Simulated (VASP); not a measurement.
# P (P4/mmm) in VASP: further runs

Runs on P. Level: PBEsol. Tasks: single point.

Everything below comes from runs of VASP 6.6.1. Logs are shortened: lines on timing, memory, paths and dates and some standing lists are left out, and cuts for length are marked.

## (1) The cell of the first run

Symmetry: P4/mmm, No. 123, tetragonal system. The conventional cell has a = 4.316 Å, b = 4.316 Å, c = 4.378 Å, α = 90.00°, β = 90.00°, γ = 90.00°. P (site symmetry 4/mmm) has 6 P at 4.32 to 4.38 Å within 5.7 Å.

## (2) Single point, PBEsol (equal xx and yy strain of +1 %)

File INCAR:

```
ALGO = Normal
EDIFF = 1E-6
ENCUT = 500
GGA = PS
GGA_COMPAT = False
ISIF = 2
ISMEAR = -1
LASPH = True
LCHARG = False
LREAL = False
LWAVE = False
NBANDS = 8
NELM = 120
PREC = Accurate
SIGMA = 0.08
```

File KPOINTS:

```
k-points
0
Gamma
  10 10 9
```

File POSCAR:

```
P
1.0
    4.3156339060      0.0000000000      0.0000000000
    0.0000000000      4.3156339060      0.0000000000
    0.0000000000      0.0000000000      4.3780000000
P
1
Direct
    0.0000000000      0.0000000000      0.0000000000
```

Potentials or basis: VASP PAW PBE potentials, release 64 (P).

On the command line:

```bash
$ cat potpaw_PBE.64/P/POTCAR > POTCAR
$ mpirun -np 1 vasp_std > vasp.out
```

OUTCAR:

```text
EDIFF = 1E-6
   ENCUT = 500
   GGA = PS
   ISIF = 2
   ISMEAR = -1
   LASPH = True
   LREAL = False
   NELM = 120
   PREC = Accurate

 ion  position               nearest neighbor table
   1  0.000  0.000  0.000-

  LATTYP: Found a simple tetragonal cell.
 ALAT       =     4.3156339060
 C/A-ratio  =     1.0144512012

  Lattice vectors:

 A1 = (   4.3156339060,   0.0000000000,   0.0000000000)
 A2 = (   0.0000000000,   4.3156339060,   0.0000000000)
 A3 = (   0.0000000000,   0.0000000000,   4.3780000000)

Analysis of symmetry for initial positions (statically):
=====================================================================
 Subroutine PRICEL returns:
 Original cell was already a primitive cell.

 Routine SETGRP: Setting up the symmetry group for a
 simple tetragonal supercell.

 Subroutine GETGRP returns: Found 16 space group operations
 (whereof 16 operations were pure point group operations)
 out of a pool of 16 trial point group operations.

The static configuration has the point symmetry D_4h.

Analysis of symmetry for dynamics (positions and initial velocities):
=====================================================================
 Subroutine PRICEL returns:
 Original cell was already a primitive cell.

 Routine SETGRP: Setting up the symmetry group for a
 simple tetragonal supercell.

 Subroutine GETGRP returns: Found 16 space group operations
 (whereof 16 operations were pure point group operations)
 out of a pool of 16 trial point group operations.

The dynamic configuration has the point symmetry D_4h.

 Subroutine INISYM returns: Found 16 space group operations
 (whereof 16 operations are pure point group operations),
 and found     1 'primitive' translations

----------------------------------------------------------------------------------------

                                     Primitive cell

  volume of cell :      81.5389

  direct lattice vectors                    reciprocal lattice vectors
     4.315633906  0.000000000  0.000000000     0.231715670  0.000000000  0.000000000
     0.000000000  4.315633906  0.000000000     0.000000000  0.231715670  0.000000000
     0.000000000  0.000000000  4.378000000     0.000000000  0.000000000  0.228414801

  length of vectors
     4.315633906  4.315633906  4.378000000     0.231715670  0.231715670  0.228414801

  position of ions in fractional coordinates (direct lattice)
     0.000000000  0.000000000  0.000000000

  ion indices of the primitive-cell ions
   primitive index   ion index
                 1           1

----------------------------------------------------------------------------------------

 KPOINTS: k-points

Automatic generation of k-mesh.
 Grid dimensions read from file:
 generate k-points for:   10   10    9

 Generating k-lattice:

  Cartesian coordinates                     Fractional coordinates (reciprocal lattice)
     0.023171567  0.000000000  0.000000000     0.100000000  0.000000000  0.000000000
     0.000000000  0.023171567  0.000000000     0.000000000  0.100000000  0.000000000
     0.000000000  0.000000000  0.025379422     0.000000000  0.000000000  0.111111111

  Length of vectors
     0.023171567  0.023171567  0.025379422

  Shift w.r.t. Gamma in fractional coordinates (k-lattice)
     0.000000000  0.000000000  0.000000000

 Subroutine IBZKPT returns following result:
 ===========================================

 Found    105 irreducible k-points:

 Following reciprocal coordinates:
            Coordinates               Weight
  0.000000  0.000000  0.000000      1.000000
  0.100000  0.000000  0.000000      4.000000
  0.200000  0.000000  0.000000      4.000000
  0.300000  0.000000  0.000000      4.000000
  0.400000  0.000000  0.000000      4.000000
  0.500000  0.000000  0.000000      2.000000
[... 16 lines left out ...]
  0.100000  0.000000  0.111111      8.000000
  0.200000  0.000000  0.111111      8.000000
 [... further k-points ...]
   k-points           NKPTS =    105   k-points in BZ     NKDIM =    105   number of bands    NBANDS=      8
   number of dos      NEDOS =    301   number of ions     NIONS =      1
   total plane-waves  NPLWV =  32768
   dimension x,y,z NGX =    32 NGY =   32 NGZ =   32
   dimension x,y,z NGXF=    64 NGYF=   64 NGZF=   64
   ions per type =               1
   NGX,Y,Z   is equivalent  to a cutoff of  12.33, 12.33, 12.15 a.u.
   NGXF,Y,Z  is equivalent  to a cutoff of  24.65, 24.65, 24.30 a.u.
 SYSTEM =  unknown system
   PREC   = accura    normal or accurate (medium, high low for compatibility)
   ISTART =      0    job   : 0-new  1-cont  2-samecut
   ICHARG =      2    charge: 1-file 2-atom 10-const
   ISPIN  =      1    spin polarized calculation?
   LNONCOLLINEAR =      F non collinear calculations
   LSORBIT =      F    spin-orbit coupling
   LASPH  =      T    aspherical Exc in radial PAW
   ENCUT  =  500.0 eV  36.75 Ry    6.06 a.u.   7.87  7.87  7.98*2*pi/ulx,y,z
   NELM   =    120;   NELMIN=  2; NELMDL= -5     # of ELM steps
   EDIFF  = 0.1E-05   stopping-criterion for ELM
   LREAL  =      F    real-space projection
   EDIFFG = 0.1E-04   stopping-criterion for IOM
   NSW    =      0    number of steps for IOM
   IBRION =     -1    ionic relax: 0-MD 1-quasi-New 2-CG
   NFREE  =      0    steps in history (QN), initial steepest desc. (CG)
   ISIF   =      2    stress and relaxation
   ISYM   =      2    0-nonsym 1-usesym 2-fastsym
   POTIM  = 0.5000    time-step for ionic-motion
   TEBEG  =    0.0;   TEEND  =   0.0 temperature during run
   PSTRESS=    0.0 pullay stress
   NELECT =       5.0000    total number of electrons
   NUPDOWN=      -1.0000    fix difference up-down
   EMIN   =  10.00;   EMAX   =-10.00  energy-range for DOS
   EFERMI =   0.00;   METHOD = LEGACY
   ISMEAR =    -1;   SIGMA  =   0.08  broadening in eV -4-tet -1-fermi 0-gaus
   EFERMI_NEDOS =   21; number of points for ismear=-14 and -15
   IALGO  =     38    algorithm
   IMIX   =      4    mixing-type and parameters
     AMIX     =   0.40;   BMIX     =  1.00
     AMIX_MAG =   1.60;   BMIX_MAG =  1.00
  volume/ion in A,a.u.               =      81.54       550.25
  Fermi-wavevector in a.u.,A,eV,Ry     =   0.645570  1.219950  5.670368  0.416760
  Thomas-Fermi vector in A             =   1.713269
   LORBIT       =      0    0 simple, 1 ext, 2 COOP (PROOUT), +10 PAW based schemes
   GGA     = PS    functional components
   LHFCALC =     F    Hartree Fock is set to
   AEXX    =    0.0000 exact exchange contribution
   IVDW    =     0    specifies the selected vdW correction
   LEPSILON=     F    determine dielectric tensor
   LRPA    =     F    only Hartree local field effects (RPA)
 non-spin polarized calculation
  energy-cutoff  :      500.00
  volume of cell :       81.54
 maximum number of plane-waves:      2088
 NGX is ok and might be reduce to    32
   NGX = 15   NGY = 15   NGZ = 15

 number of electron       4.9999998 magnetization

 Free energy of the ion-electron system (eV)
  ---------------------------------------------------
  ext. energy  EPLUGINS =         0.00000000
  ---------------------------------------------------
  free energy    TOTEN  =        -1.16757999 eV

  energy without entropy =       -1.09176180  energy(sigma->0) =       -1.12967089

 E-fermi :  -3.1188     XC(G=0):  -4.9869

 val. band max:       -3.1205784837   @ k =   0.2000   0.0000   0.1111
 cond. band min:      -3.1046659044   @ k =   0.2000   0.1000   0.1111
 fundamental gap:      0.0159125793
 Fermi energy:        -3.1187615541

 k-point     1 :       0.0000    0.0000    0.0000
  band No.  band energies     occupation
      1     -11.8393      2.00000
      2      -2.6639      0.00676
      3      -2.6012      0.00310
      4      -2.6012      0.00310
      5       1.4866      0.00000
      6       4.3233      0.00000
      7       4.3711      0.00000
      8       8.8644      0.00000

 k-point     2 :       0.1000    0.0000    0.0000
  band No.  band energies     occupation
      1     -11.8248      2.00000
      2      -2.7636      0.02334
      3      -2.6509      0.00575
      4      -2.5886      0.00264
      5       1.6495      0.00000
      6       4.3847      0.00000
      7       4.5156      0.00000
      8       8.2724      0.00000

 k-point     3 :       0.2000    0.0000    0.0000
  band No.  band energies     occupation
      1     -11.7863      2.00000
      2      -3.1381      1.12014
      3      -2.6164      0.00374
      4      -2.5550      0.00174
      5       2.0426      0.00000
      6       4.5340      0.00000
      7       4.8521      0.00000
      8       7.5278      0.00000

 k-point     4 :       0.3000    0.0000    0.0000
  band No.  band energies     occupation
      1     -11.7374      2.00000
      2      -3.5331      1.98880
      3      -2.5727      0.00217
      4      -2.5125      0.00102
      5       2.5322      0.00000
      6       4.7444      0.00000
      7       4.9700      0.00000
      8       6.9293      0.00000

 k-point     5 :       0.4000    0.0000    0.0000
  band No.  band energies     occupation
      1     -11.6965      2.00000
      2      -3.8164      1.99967
      3      -2.5365      0.00138
      4      -2.4772      0.00066
      5       3.0401      0.00000
      6       4.6522      0.00000
      7       4.9480      0.00000
      8       6.5470      0.00000
[... 177 lines left out ...]
 k-point    22 :       0.0000    0.0000    0.1111
  band No.  band energies     occupation
      1     -11.8234      2.00000
      2      -2.8460      0.06403
      3      -2.5872      0.00260
      4      -2.5872      0.00260
      5       1.6828      0.00000
      6       4.4309      0.00000
      7       4.4896      0.00000
      8       8.2610      0.00000

 k-point    23 :       0.1000    0.0000    0.1111
  band No.  band energies     occupation
      1     -11.8091      2.00000
      2      -2.8377      0.05789
      3      -2.7393      0.01728
      4      -2.5747      0.00222
      5       1.8419      0.00000
      6       4.5134      0.00000
      7       4.6106      0.00000
      8       7.6652      0.00000

 k-point    24 :       0.2000    0.0000    0.1111
  band No.  band energies     occupation
      1     -11.7709      2.00000
      2      -3.1206      1.01136
      3      -2.7843      0.03013
      4      -2.5415      0.00147
      5       2.2241      0.00000
      6       4.6528      0.00000
      7       4.9425      0.00000
      8       6.9507      0.00000

 [... further k-points ...]

------------------------ aborting loop because EDIFF is reached ----------------------------------------

  FORCE on cell =-STRESS in cart. coord.  units (eV):
  Direction    XX          YY          ZZ          XY          YZ          ZX
  --------------------------------------------------------------------------------------
  -------------------------------------------------------------------------------------
  Total       -1.8868453     -1.8868453     -1.7434812      0.0000000     -0.0000000      0.0000000
  in kB      -37.0750652    -37.0750652    -34.2580701      0.0000000     -0.0000000      0.0000000
  external PRESSURE =     -36.1360669 kB  Pullay stress =       0.0000000 kB

 VOLUME and BASIS-vectors are now :
 -----------------------------------------------------------------------------
  energy-cutoff  :      500.00
  volume of cell :       81.54
      direct lattice vectors                 reciprocal lattice vectors
     4.315633906  0.000000000  0.000000000     0.231715670  0.000000000  0.000000000
     0.000000000  4.315633906  0.000000000     0.000000000  0.231715670  0.000000000
     0.000000000  0.000000000  4.378000000     0.000000000  0.000000000  0.228414801

 POSITION                                       TOTAL-FORCE (eV/Angst)
 -----------------------------------------------------------------------------------
      0.00000      0.00000      0.00000         0.000000      0.000000      0.000000
 -----------------------------------------------------------------------------------
    total drift:                                0.000000     -0.000000      0.000000

  FREE ENERGIE OF THE ION-ELECTRON SYSTEM (eV)
  ---------------------------------------------------
  free  energy   TOTEN  =        -1.1675799892 eV

  energy  without entropy=       -1.0917617984  energy(sigma->0) =       -1.12967089
```

Run time: 12 s. Hardware: 1 thread of Intel Xeon 6975P-C (Granite Rapids), shared host; peak memory 0.2 GiB.

What came out:

```yaml
Free_energy: -1.1676 eV
Pressure: -3.6 GPa
```

Caveat: the cell differs from its parent crystal (equal xx and yy strain of +1 %); the PAW data sets were made with another functional, which shifts forces and pressure a little.

## (3) Single point, PBEsol (volume scaled by 1.04)

File INCAR:

```
PREC = Accurate
ENCUT = 500
EDIFF = 1E-6
ISMEAR = -1
SIGMA = 0.08
LREAL = F
LASPH = T
NELM = 120
ALGO = Normal
ISIF = 2
LWAVE = F
LCHARG = T
GGA = PS
LELF = T
LVHAR = T
NBANDS = 8
GGA_COMPAT = F
```

File KPOINTS:

```
Automatic mesh
0
Gamma
  10 10 9
```

File POSCAR:

```
P
1.0
    4.3291337379      0.0000000000      0.0000000000
    0.0000000000      4.3291337379      0.0000000000
    0.0000000000      0.0000000000      4.4356118699
P
1
Direct
    0.0000000000      0.0000000000      0.0000000000
```

Potentials or basis: VASP PAW PBE potentials, release 64 (P).

On the command line:

```bash
$ cat potpaw_PBE.64/P/POTCAR > POTCAR
$ mpirun -np 1 vasp_std > vasp.out
```

Run time: 12 s. Hardware: 1 thread of Intel Xeon 6975P-C (Granite Rapids), shared host; peak memory 0.2 GiB.

The run converged. Its results:

- Free energy: -1.1338 eV
- Pressure: -3.5 GPa

Stress tensor (GPa, compression positive):
```
-3.60  0.00  0.00
 0.00 -3.60  0.00
 0.00  0.00 -3.16
```

Levels at points of the mesh, in eV from the Fermi level:
```
           k point  band 1  band 2  band 3  band 4  band 5
(0.00, 0.00, 0.00)   -8.71    0.41    0.51    0.51    4.59
(0.50, 0.00, 0.00)   -8.55   -0.78    0.55    0.65    6.43
(0.50, 0.50, 0.00)   -8.41   -0.50   -0.50    0.68    5.89
```

Caveat: the PAW data sets were made with another functional, which shifts forces and pressure a little.

## (4) Single point, PBEsol (equal xx and yy strain of +2 %)

File INCAR:

```
ALGO = Normal ; EDIFF = 1E-6
ENCUT = 500 ; GGA = PS
GGA_COMPAT = False ; ISIF = 2
ISMEAR = -1 ; LASPH = True
LCHARG = True ; LELF = True
LREAL = False ; LVHAR = True
LWAVE = False ; NBANDS = 8
NELM = 120 ; PREC = Accurate
SIGMA = 0.08
```

File KPOINTS:

```
k-points
0
Gamma
  10 10 9
```

File POSCAR:

```
P
1.0
    4.3583629545      0.0000000000      0.0000000000
    0.0000000000      4.3583629545      0.0000000000
    0.0000000000      0.0000000000      4.3780000000
P
1
Direct
    0.0000000000      0.0000000000      0.0000000000
```

On the command line:

```bash
$ cat potpaw_PBE.64/P/POTCAR > POTCAR
$ mpirun -np 1 vasp_std > vasp.out
```

Run time: 12 s. Hardware: 1 thread of Intel Xeon 6975P-C (Granite Rapids), shared host; peak memory 0.2 GiB.

The run converged. Its results:

* Free energy: -1.1313 eV
* Pressure: -3.4 GPa

Stress tensor (GPa, compression positive):
```
-3.48  0.00  0.00
 0.00 -3.48  0.00
 0.00  0.00 -3.38
```

Levels at points of the mesh, in eV from the Fermi level:
```tsv
k point	band 1	band 2	band 3	band 4	band 5	band 6
(0.00, 0.00, 0.00)	-8.71	0.47	0.48	0.48	4.59	7.45
(0.50, 0.00, 0.00)	-8.56	-0.77	0.60	0.61	6.42	7.42
(0.50, 0.50, 0.00)	-8.43	-0.50	-0.50	0.71	5.88	8.02
```

Caveat: the cell differs from its parent crystal (equal xx and yy strain of +2 %); the PAW data sets were made with another functional, which shifts forces and pressure a little.

## (5) The runs side by side

| cell | gap on the mesh (eV) | pressure (GPa) |
| --- | --- | --- |
| a = 4.316, b = 4.316, c = 4.378 Å, 1 atom | none | -3.6 |
| a = 4.329, b = 4.329, c = 4.436 Å, 1 atom | none | -3.5 |
| a = 4.358, b = 4.358, c = 4.378 Å, 1 atom | none | -3.4 |

Alike in all rows: task single point; level PBEsol; potentials or basis VASP PAW PBE potentials, release 64 (P); no spin polarisation; k mesh 10 × 10 × 9; cutoff (eV) 500; smearing fermi-dirac 0.08 eV.

Caveats: the PAW data sets were made with another functional, which shifts forces and pressure a little.

Total energies depend on the potentials used, so only differences within one code and one set of settings carry meaning.
